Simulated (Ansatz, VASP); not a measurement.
# C: VASP beside Ansatz

File INCAR:

```
PREC     = Accurate       # precision mode
ENCUT    = 520            # plane-wave cutoff, eV
EDIFF    = 1E-6           # SCF threshold, eV
ISMEAR   = -1             # smearing method
SIGMA    = 0.05           # smearing width, eV
LREAL    = F              # projectors in reciprocal space
LASPH    = T              # aspherical terms in the spheres
NELM     = 60             # most SCF steps
ALGO     = Normal         # electronic algorithm
ISIF     = 2              # what is computed and relaxed
LWAVE    = F              # write WAVECAR
LCHARG   = F              # write CHGCAR
GGA      = PE             # functional
NBANDS   = 36             # bands
```

File KPOINTS:

```
regular mesh
0
Gamma
  12 12 3
```

POSCAR

```
C
1.0
    2.5051726443      0.0000000000      0.0000000000
   -1.2525863222      2.1695431509      0.0000000000
    0.0000000000      0.0000000000     12.2727733403
C
12
Direct
    0.6666666667      0.3333333333      0.3541700000
    0.3333333333      0.6666666667      0.8541700000
    0.6666666667      0.3333333333      0.1458300000
    0.3333333333      0.6666666667      0.6458300000
    0.6666666667      0.3333333333      0.4791700000
    0.3333333333      0.6666666667      0.9791700000
    0.6666666667      0.3333333333      0.0208300000
    0.3333333333      0.6666666667      0.5208300000
    0.0000000000      0.0000000000      0.8125000000
    0.0000000000      0.0000000000      0.3125000000
    0.0000000000      0.0000000000      0.6875000000
    0.0000000000      0.0000000000      0.1875000000
```

Contents of input.yaml:

```yaml
crystal:
  lattice:
    - [2.5051726443, 0.0, 0.0]
    - [-1.2525863222, 2.1695431509, 0.0]
    - [0.0, 0.0, 12.2727733403]
  atoms:
    - { symbol: C, position: [0.6666666667, 0.3333333333, 0.35417] }
    - { symbol: C, position: [0.3333333333, 0.6666666667, 0.85417] }
    - { symbol: C, position: [0.6666666667, 0.3333333333, 0.14583] }
    - { symbol: C, position: [0.3333333333, 0.6666666667, 0.64583] }
    - { symbol: C, position: [0.6666666667, 0.3333333333, 0.47917] }
    - { symbol: C, position: [0.3333333333, 0.6666666667, 0.97917] }
    - { symbol: C, position: [0.6666666667, 0.3333333333, 0.02083] }
    - { symbol: C, position: [0.3333333333, 0.6666666667, 0.52083] }
    - { symbol: C, position: [0.0, 0.0, 0.8125] }
    - { symbol: C, position: [0.0, 0.0, 0.3125] }
    - { symbol: C, position: [0.0, 0.0, 0.6875] }
    - { symbol: C, position: [0.0, 0.0, 0.1875] }
hamiltonian:
  xc: pbe
  pseudopotentials: { kind: paw, core: large }
kpoints:
  mp_grid: { grid: [12, 12, 3] }
scf:
  occupations: { method: fermi_dirac, width: 0.05 }
output:
  forces: true
  stress: true
  eigenvalues: true
  write_density: true
  write_potential: true
  elf: true
  volumetric_format: npy
```

Alike in both runs: task single point; functional PBE; k mesh 12 × 12 × 3; occupations fermi-dirac, width 0.05 eV; no spin polarisation.

```csv
,VASP,Ansatz
version,VASP 6.6.1,Ansatz 0.2.0
potentials or method,"VASP PAW PBE potentials, release 64 (C)",Ansatz PAW
plane-wave cutoff (eV),520,420
valence electrons in the cell,48,48
```

```tsv
	VASP	Ansatz	Ansatz less VASP
gap on the k mesh at the Fermi level (eV)	4.43	4.44	+0.007
least direct gap on the mesh (eV)	5.35	5.35	+0.006
pressure (GPa)	12.1	11.3	-0.76
traceless stress, the component that is largest in VASP (GPa)	5.75	5.75	-0.001
rms of the force components (eV/Å)	0.157	0.157	-0.0002
```

Atom by atom the forces differ by 0.001 eV/Å (rms over components). The functional is the same, so the differences come from potentials, cutoffs and numerics.

Noted on Ansatz's run: Pulay correction over one GPa; odd divisions of the mesh miss points on the zone boundary, where band edges often lie, so the gap on the mesh can be too wide.
